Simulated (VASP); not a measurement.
# Li2O (Fm-3m) in VASP: a series of runs

Li2O is run at these levels: r2SCAN; tasks: single point.

All numbers are computed with VASP 6.6.1; they aren't measurements. Logs are shortened: lines on timing, memory, paths and dates and some standing lists are left out, and cuts for length are marked.

## 1. The cell of the first run

Symmetry: Fm-3m, No. 225, cubic system. The conventional cell has a = 4.610 Å, b = 4.610 Å, c = 4.610 Å, α = 90.00°, β = 90.00°, γ = 90.00°. Within 2.6 Å of Li (site symmetry -43m) lie 4 O at 2.00 Å and 6 Li at 2.30 Å. Within 2.6 Å of O (site symmetry m-3m) lie 8 Li at 2.00 Å.

## 2. Single point, r2SCAN

POSCAR

```
Li2O
1.0
    2.3048835368      2.3048835368      0.0000000000
   -2.3048835368      2.3048835368      0.0000000000
    0.0000000000      2.3048835368      2.3048835368
Li O
2 1
Direct
    0.2500000000      0.7500000000      0.5000000000
    0.7500000000      0.2500000000      0.5000000000
    0.0000000000      0.0000000000      0.0000000000
```

INCAR.step1

```
ALGO = Normal ; EDIFF = 1E-5
ENCUT = 830 ; GGA = PE
GGA_COMPAT = False ; ISMEAR = 0
LASPH = True ; LCHARG = False
LREAL = False ; LWAVE = True
NBANDS = 13 ; NELM = 120
PREC = Accurate ; SIGMA = 0.01
```

INCAR.step2

```
ALGO = Normal ; EDIFF = 1E-6
ENCUT = 830 ; GGA_COMPAT = False
ISIF = 2 ; ISMEAR = 0
ISTART = 1 ; LASPH = True
LCHARG = False ; LMIXTAU = True
LREAL = False ; LWAVE = False
METAGGA = R2SCAN ; NBANDS = 13
NELM = 120 ; PREC = Accurate
SIGMA = 0.01
```

KPOINTS

```
k-points
0
Gamma
  8 8 8
```

Potentials or basis: VASP PAW PBE potentials, release 64 (Li_sv, O).

Run with:

```console
$ cat potpaw_PBE.64/Li_sv/POTCAR potpaw_PBE.64/O/POTCAR > POTCAR
$ cp INCAR.step1 INCAR
$ mpirun -np 1 vasp_std > vasp.out
$ cp INCAR.step2 INCAR
$ mpirun -np 1 vasp_std > vasp.out
```

OUTCAR:

```text
EDIFF = 1E-6
   ENCUT = 830
   ISIF = 2
   ISMEAR = 0
   ISTART = 1
   LASPH = True
   LREAL = False
   METAGGA = R2SCAN
   NELM = 120
   PREC = Accurate

 ion  position               nearest neighbor table
   1  0.250  0.750  0.500-   3 2.00   3 2.00   3 2.00   3 2.00   2 2.30   2 2.30   2 2.30   2 2.30
                             2 2.30   2 2.30
   2  0.750  0.250  0.500-   3 2.00   3 2.00   3 2.00   3 2.00   1 2.30   1 2.30   1 2.30   1 2.30
                             1 2.30   1 2.30
   3  0.000  0.000  0.000-   2 2.00   1 2.00   2 2.00   1 2.00   1 2.00   2 2.00   1 2.00   2 2.00

  LATTYP: Found a face centered cubic cell.
 ALAT       =     4.6097670736

  Lattice vectors:

 A1 = (   0.0000000000,   2.3048835368,   2.3048835368)
 A2 = (   2.3048835368,   0.0000000000,   2.3048835368)
 A3 = (   2.3048835368,   2.3048835368,   0.0000000000)

Analysis of symmetry for initial positions (statically):
=====================================================================
 Subroutine PRICEL returns:
 Original cell was already a primitive cell.

 Routine SETGRP: Setting up the symmetry group for a
 face centered cubic supercell.

 Subroutine GETGRP returns: Found 48 space group operations
 (whereof 48 operations were pure point group operations)
 out of a pool of 48 trial point group operations.

The static configuration has the point symmetry O_h .

Analysis of symmetry for dynamics (positions and initial velocities):
=====================================================================
 Subroutine PRICEL returns:
 Original cell was already a primitive cell.

 Routine SETGRP: Setting up the symmetry group for a
 face centered cubic supercell.

 Subroutine GETGRP returns: Found 48 space group operations
 (whereof 48 operations were pure point group operations)
 out of a pool of 48 trial point group operations.

The dynamic configuration has the point symmetry O_h .

 Subroutine INISYM returns: Found 48 space group operations
 (whereof 48 operations are pure point group operations),
 and found     1 'primitive' translations

----------------------------------------------------------------------------------------

                                     Primitive cell

  volume of cell :      24.4893

  direct lattice vectors                    reciprocal lattice vectors
     2.304883537  2.304883537  0.000000000     0.216930700  0.216930700 -0.216930700
    -2.304883537  2.304883537  0.000000000    -0.216930700  0.216930700 -0.216930700
     0.000000000  2.304883537  2.304883537     0.000000000  0.000000000  0.433861401

  length of vectors
     3.259597557  3.259597557  3.259597557     0.375734995  0.375734995  0.433861401

  position of ions in fractional coordinates (direct lattice)
     0.250000000  0.750000000  0.500000000
     0.750000000  0.250000000  0.500000000
     0.000000000  0.000000000  0.000000000

  ion indices of the primitive-cell ions
   primitive index   ion index
                 1           1
                 2           2
                 3           3

----------------------------------------------------------------------------------------

 KPOINTS: k-points

Automatic generation of k-mesh.
 Grid dimensions read from file:
 generate k-points for:    8    8    8

 Generating k-lattice:

  Cartesian coordinates                     Fractional coordinates (reciprocal lattice)
     0.027116338  0.027116338 -0.027116338     0.125000000  0.000000000  0.000000000
    -0.027116338  0.027116338 -0.027116338     0.000000000  0.125000000  0.000000000
     0.000000000  0.000000000  0.054232675     0.000000000  0.000000000  0.125000000

  Length of vectors
     0.046966874  0.046966874  0.054232675

  Shift w.r.t. Gamma in fractional coordinates (k-lattice)
     0.000000000  0.000000000  0.000000000

 Subroutine IBZKPT returns following result:
 ===========================================

 Found     29 irreducible k-points:

 Following reciprocal coordinates:
            Coordinates               Weight
  0.000000  0.000000  0.000000      1.000000
  0.125000  0.000000  0.000000      8.000000
  0.250000  0.000000  0.000000      8.000000
  0.375000  0.000000  0.000000      8.000000
  0.500000  0.000000  0.000000      4.000000
  0.125000  0.125000  0.000000     12.000000
[... 16 lines left out ...]
  0.375000  0.250000  0.125000     48.000000
  0.500000  0.250000  0.125000     24.000000
 [... further k-points ...]
   k-points           NKPTS =     29   k-points in BZ     NKDIM =     29   number of bands    NBANDS=     13
   number of dos      NEDOS =    301   number of ions     NIONS =      3
   total plane-waves  NPLWV =  32768
   dimension x,y,z NGX =    32 NGY =   32 NGZ =   32
   dimension x,y,z NGXF=    64 NGYF=   64 NGZF=   64
   ions per type =               2   1
   NGX,Y,Z   is equivalent  to a cutoff of  16.32, 16.32, 16.32 a.u.
   NGXF,Y,Z  is equivalent  to a cutoff of  32.64, 32.64, 32.64 a.u.
 SYSTEM =  unknown system
   PREC   = accura    normal or accurate (medium, high low for compatibility)
   ISTART =      1    job   : 0-new  1-cont  2-samecut
   ICHARG =      0    charge: 1-file 2-atom 10-const
   ISPIN  =      1    spin polarized calculation?
   LNONCOLLINEAR =      F non collinear calculations
   LSORBIT =      F    spin-orbit coupling
   LASPH  =      T    aspherical Exc in radial PAW
   ENCUT  =  830.0 eV  61.00 Ry    7.81 a.u.   7.66  7.66  7.66*2*pi/ulx,y,z
   NELM   =    120;   NELMIN=  2; NELMDL=  0     # of ELM steps
   EDIFF  = 0.1E-05   stopping-criterion for ELM
   LREAL  =      F    real-space projection
   EDIFFG = 0.1E-04   stopping-criterion for IOM
   NSW    =      0    number of steps for IOM
   IBRION =     -1    ionic relax: 0-MD 1-quasi-New 2-CG
   NFREE  =      0    steps in history (QN), initial steepest desc. (CG)
   ISIF   =      2    stress and relaxation
   ISYM   =      2    0-nonsym 1-usesym 2-fastsym
   POTIM  = 0.5000    time-step for ionic-motion
   TEBEG  =    0.0;   TEEND  =   0.0 temperature during run
   PSTRESS=    0.0 pullay stress
   NELECT =      12.0000    total number of electrons
   NUPDOWN=      -1.0000    fix difference up-down
   EMIN   =  10.00;   EMAX   =-10.00  energy-range for DOS
   EFERMI =   0.00;   METHOD = LEGACY
   ISMEAR =     0;   SIGMA  =   0.01  broadening in eV -4-tet -1-fermi 0-gaus
   EFERMI_NEDOS =   21; number of points for ismear=-14 and -15
   IALGO  =     38    algorithm
   IMIX   =      4    mixing-type and parameters
     AMIX     =   0.40;   BMIX     =  1.00
     AMIX_MAG =   1.60;   BMIX_MAG =  1.00
  volume/ion in A,a.u.               =       8.16        55.09
  Fermi-wavevector in a.u.,A,eV,Ry     =   1.290653  2.438981 22.664394  1.665786
  Thomas-Fermi vector in A             =   2.422472
   LORBIT       =      0    0 simple, 1 ext, 2 COOP (PROOUT), +10 PAW based schemes
   METAGGA = R2SCAN    functional components
   LHFCALC =     F    Hartree Fock is set to
   AEXX    =    0.0000 exact exchange contribution
   IVDW    =     0    specifies the selected vdW correction
   LEPSILON=     F    determine dielectric tensor
   LRPA    =     F    only Hartree local field effects (RPA)
 non-spin polarized calculation
 Gauss-broadening in eV      SIGMA  =   0.01
  energy-cutoff  :      830.00
  volume of cell :       24.49
 maximum number of plane-waves:      1363
   NGX = 15   NGY = 15   NGZ = 15

 number of electron      12.0000000 magnetization

 Free energy of the ion-electron system (eV)
  ---------------------------------------------------
  ext. energy  EPLUGINS =         0.00000000
  ---------------------------------------------------
  free energy    TOTEN  =       -16.83948926 eV

  energy without entropy =      -16.83948926  energy(sigma->0) =      -16.83948926

 E-fermi :   1.0361     XC(G=0): -10.2997

 val. band max:        0.9616558662   @ k =   0.0000   0.0000   0.0000
 cond. band min:       6.6436389971   @ k =   0.5000   0.5000   0.0000
 fundamental gap:      5.6819831309
 Fermi energy:         1.0360630384

 k-point     1 :       0.0000    0.0000    0.0000
  band No.  band energies     occupation
      1     -43.3049      2.00000
      2     -42.9804      2.00000
      3     -15.4217      2.00000
      4       0.9617      2.00000
      5       0.9617      2.00000
      6       0.9617      2.00000
      7       7.0974      0.00000
      8      14.0918      0.00000
      9      14.0918      0.00000
     10      14.0918      0.00000
     11      21.2331      0.00000
     12      21.2331      0.00000
     13      21.2331      0.00000

 k-point     2 :       0.1250    0.0000    0.0000
  band No.  band energies     occupation
      1     -43.2905      2.00000
      2     -42.9909      2.00000
      3     -15.3939      2.00000
      4       0.4668      2.00000
      5       0.8901      2.00000
      6       0.8901      2.00000
      7       7.5062      0.00000
      8      14.1065      0.00000
      9      14.3105      0.00000
     10      14.3105      0.00000
     11      19.7512      0.00000
     12      19.7512      0.00000
     13      21.7688      0.00000

 k-point     3 :       0.2500    0.0000    0.0000
  band No.  band energies     occupation
      1     -43.2503      2.00000
      2     -43.0214      2.00000
      3     -15.3241      2.00000
      4      -0.5613      2.00000
      5       0.7267      2.00000
      6       0.7267      2.00000
      7       8.5145      0.00000
      8      13.8518      0.00000
      9      14.5235      0.00000
     10      14.5235      0.00000
     11      18.9562      0.00000
     12      18.9562      0.00000
     13      23.1185      0.00000

 k-point     4 :       0.3750    0.0000    0.0000
  band No.  band energies     occupation
      1     -43.1928      2.00000
      2     -43.0692      2.00000
      3     -15.2492      2.00000
      4      -1.4425      2.00000
      5       0.5751      2.00000
      6       0.5751      2.00000
      7       9.8662      0.00000
      8      12.9598      0.00000
      9      14.2476      0.00000
     10      14.2476      0.00000
     11      19.6781      0.00000
     12      19.6781      0.00000
     13      24.6487      0.00000

 k-point     5 :       0.5000    0.0000    0.0000
  band No.  band energies     occupation
      1     -43.1297      2.00000
      2     -43.1283      2.00000
      3     -15.2165      2.00000
      4      -1.7784      2.00000
      5       0.5154      2.00000
      6       0.5154      2.00000
      7      11.0776      0.00000
      8      11.8674      0.00000
      9      14.0492      0.00000
     10      14.0492      0.00000
     11      20.3526      0.00000
     12      20.3526      0.00000
     13      25.4166      0.00000
[... 257 lines left out ...]
 k-point    22 :       0.2500    0.2500    0.1250
  band No.  band energies     occupation
      1     -43.2239      2.00000
      2     -43.0403      2.00000
      3     -15.2750      2.00000
      4      -0.6628      2.00000
      5       0.1086      2.00000
      6       0.5411      2.00000
      7       8.5480      0.00000
      8      13.5694      0.00000
      9      14.9656      0.00000
     10      16.1514      0.00000
     11      16.2611      0.00000
     12      22.3304      0.00000
     13      24.5978      0.00000

 k-point    23 :       0.3750    0.2500    0.1250
  band No.  band energies     occupation
      1     -43.1776      2.00000
      2     -43.0785      2.00000
      3     -15.2158      2.00000
      4      -1.2225      2.00000
      5      -0.0628      2.00000
      6       0.3234      2.00000
      7       9.2423      0.00000
      8      12.7593      0.00000
      9      15.2343      0.00000
     10      15.6565      0.00000
     11      18.1001      0.00000
     12      21.7729      0.00000
     13      24.9159      0.00000

 k-point    24 :       0.5000    0.2500    0.1250
  band No.  band energies     occupation
      1     -43.1268      2.00000
      2     -43.1261      2.00000
      3     -15.1901      2.00000
      4      -1.4677      2.00000
      5      -0.0344      2.00000
      6       0.1564      2.00000
      7       9.7086      0.00000
      8      12.2859      0.00000
      9      15.1567      0.00000
     10      15.5807      0.00000
     11      19.9595      0.00000
     12      20.3566      0.00000
     13      25.5805      0.00000

 [... further k-points ...]

------------------------ aborting loop because EDIFF is reached ----------------------------------------

  FORCE on cell =-STRESS in cart. coord.  units (eV):
  Direction    XX          YY          ZZ          XY          YZ          ZX
  --------------------------------------------------------------------------------------
  -------------------------------------------------------------------------------------
  Total       -0.3104548     -0.3104548     -0.3104548      0.0000000      0.0000000     -0.0000000
  in kB      -20.3110345    -20.3110345    -20.3110345      0.0000000      0.0000000     -0.0000000
  external PRESSURE =     -20.3110345 kB  Pullay stress =       0.0000000 kB

 VOLUME and BASIS-vectors are now :
 -----------------------------------------------------------------------------
  energy-cutoff  :      830.00
  volume of cell :       24.49
      direct lattice vectors                 reciprocal lattice vectors
     2.304883537  2.304883537  0.000000000     0.216930700  0.216930700 -0.216930700
    -2.304883537  2.304883537  0.000000000    -0.216930700  0.216930700 -0.216930700
     0.000000000  2.304883537  2.304883537     0.000000000  0.000000000  0.433861401

 POSITION                                       TOTAL-FORCE (eV/Angst)
 -----------------------------------------------------------------------------------
     -1.15244      3.45733      1.15244         0.000000      0.000000     -0.000000
      1.15244      3.45733      1.15244        -0.000000     -0.000000      0.000000
      0.00000      0.00000      0.00000         0.000000      0.000000      0.000000
 -----------------------------------------------------------------------------------
    total drift:                               -0.000000     -0.000000     -0.000000

  FREE ENERGIE OF THE ION-ELECTRON SYSTEM (eV)
  ---------------------------------------------------
  free  energy   TOTEN  =       -16.8394892633 eV

  energy  without entropy=      -16.8394892633  energy(sigma->0) =      -16.83948926
```

Wall time 98 s (1 thread of Intel Xeon 8259CL, shared host); peak memory 0.18 GiB.

Results:

```
Free energy            : -16.8395 eV
Pressure               : -2.0 GPa
Band gap on the k mesh : 5.68 eV (least direct gap 6.14 eV)
```

Levels at points of the mesh, in eV from the valence-band top:
| k point | band 3 | band 4 | band 5 | band 6 | band 7 | band 8 | band 9 | band 10 |
| --- | --- | --- | --- | --- | --- | --- | --- | --- |
| (0.00, 0.00, 0.00) | -16.38 | 0.00 | 0.00 | 0.00 | 6.14 | 13.13 | 13.13 | 13.13 |
| (0.50, 0.00, 0.00) | -16.18 | -2.74 | -0.45 | -0.45 | 10.12 | 10.91 | 13.09 | 13.09 |
| (0.50, 0.50, 0.00) | -16.14 | -1.57 | -1.39 | -1.39 | 5.68 | 14.80 | 14.80 | 16.09 |

Caveat: the PAW data sets were made with another functional, which shifts forces and pressure a little. A k mesh can miss the band edges.

## 3. Single point, r2SCAN

This run uses another cell than the first one, of 7.97 Å³/atom.

POSCAR

```
Li2O
1.0
    2.2864407183      2.2864407183      0.0000000000
   -2.2864407183      2.2864407183      0.0000000000
    0.0000000000      2.2864407183      2.2864407183
Li O
2 1
Direct
    0.2500000000      0.7500000000      0.5000000000
    0.7500000000      0.2500000000      0.5000000000
    0.0000000000      0.0000000000      0.0000000000
```

INCAR.step1

```
SYSTEM = Li2O
  ALGO = Normal
  EDIFF = 1E-5
  ENCUT = 830
  GGA = PE
  GGA_COMPAT = .False.
  ISMEAR = -1
  LASPH = .True.
  LCHARG = .False.
  LREAL = .False.
  LWAVE = .True.
  NBANDS = 13
  NELM = 120
  PREC = Accurate
  SIGMA = 0.08
```

INCAR.step2

```
SYSTEM = Li2O
  ALGO = Normal
  EDIFF = 1E-6
  ENCUT = 830
  GGA_COMPAT = .False.
  ISIF = 2
  ISMEAR = -1
  ISTART = 1
  LASPH = .True.
  LCHARG = .False.
  LMIXTAU = .True.
  LREAL = .False.
  LWAVE = .False.
  METAGGA = R2SCAN
  NBANDS = 13
  NELM = 120
  PREC = Accurate
  SIGMA = 0.08
```

KPOINTS

```
k-points
0
Gamma
  12 12 12
  0 0 0
```

Potentials or basis: VASP PAW PBE potentials, release 64 (Li_sv, O).

Run with:

```console
$ cat potpaw_PBE.64/Li_sv/POTCAR potpaw_PBE.64/O/POTCAR > POTCAR
$ cp INCAR.step1 INCAR
$ mpirun -np 1 vasp_std > vasp.out
$ cp INCAR.step2 INCAR
$ mpirun -np 1 vasp_std > vasp.out
```

Run time: 5.2 min. Hardware: 1 thread of Intel Xeon 8259CL, shared host; peak memory 0.19 GiB.

It converged, with:

- Free energy: -16.8422 eV
- Pressure: 0.2 GPa
- Band gap on the k mesh: 5.73 eV (least direct gap 6.35 eV)

Levels at points of the mesh, in eV from the valence-band top:
| k point | band 4 | band 5 | band 6 | band 7 | band 8 | band 9 |
| --- | --- | --- | --- | --- | --- | --- |
| (0.00, 0.00, 0.00) | 0.00 | 0.00 | 0.00 | 6.35 | 13.29 | 13.29 |
| (0.50, 0.00, 0.00) | -2.79 | -0.46 | -0.46 | 10.29 | 11.19 | 13.23 |
| (0.50, 0.50, 0.00) | -1.58 | -1.43 | -1.43 | 5.73 | 15.05 | 15.05 |

Caveat: the PAW data sets were made with another functional, which shifts forces and pressure a little.
